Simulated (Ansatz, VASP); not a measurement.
## BiAs: VASP beside Ansatz

Contents of INCAR:

```
SYSTEM = BiAs
ALGO = Normal
EDIFF = 1E-7
ENCUT = 520
GGA = PE
ISIF = 2
ISMEAR = -1
LASPH = .TRUE.
LCHARG = .TRUE.
LELF = .TRUE.
LREAL = .FALSE.
LVHAR = .TRUE.
LWAVE = .FALSE.
NBANDS = 17
NELM = 60
PREC = Accurate
SIGMA = 0.05
```

File KPOINTS:

```
k-points
0
G
  13 13 13
  0 0 0
```

POSCAR

```
BiAs
1.0
    3.6192804749      0.0000000000      0.0000000000
    0.0000000000      3.6192804749      0.0000000000
    0.0000000000      0.0000000000      3.6192804749
As Bi
1 1
Direct
    0.0000000000      0.0000000000      0.0000000000
    0.5000000000      0.5000000000      0.5000000000
```

Input for Ansatz:

```yaml
crystal:
  lattice:
    - [3.6192804749, 0.0, 0.0]
    - [0.0, 3.6192804749, 0.0]
    - [0.0, 0.0, 3.6192804749]
  atoms:
    - { symbol: As, position: [0.0, 0.0, 0.0] }
    - { symbol: Bi, position: [0.5, 0.5, 0.5] }
kpoints:
  mp_grid: { grid: [13, 13, 13] }
scf:
  occupations: { method: fermi_dirac, width: 0.05 }
hamiltonian:
  xc: pbe
  pseudopotentials: { kind: all_electron, lapw: { basis_error: 0.0005 } }
output:
  forces: true
  stress: true
  eigenvalues: true
```

Change from the starting cell: volume scaled by 0.9405.

Alike in both runs: task single point; functional PBE; k mesh 13 × 13 × 13; occupations fermi-dirac, width 0.05 eV; no spin polarisation.

|  | VASP | Ansatz |
| --- | --- | --- |
| version | VASP 6.6.1 | Ansatz 0.2.0 |
| potentials or method | VASP PAW PBE potentials, release 64 (As, Bi_d), cutoff 520 eV | all-electron LAPW, scalar-relativistic |

|  | VASP | Ansatz | Ansatz less VASP |
| --- | --- | --- | --- |
| pressure (GPa) | 4.6 | 4.6 | 0.00 |

Ansatz ran all-electron here, and VASP with PAW potentials.

Spin-orbit coupling is off throughout.
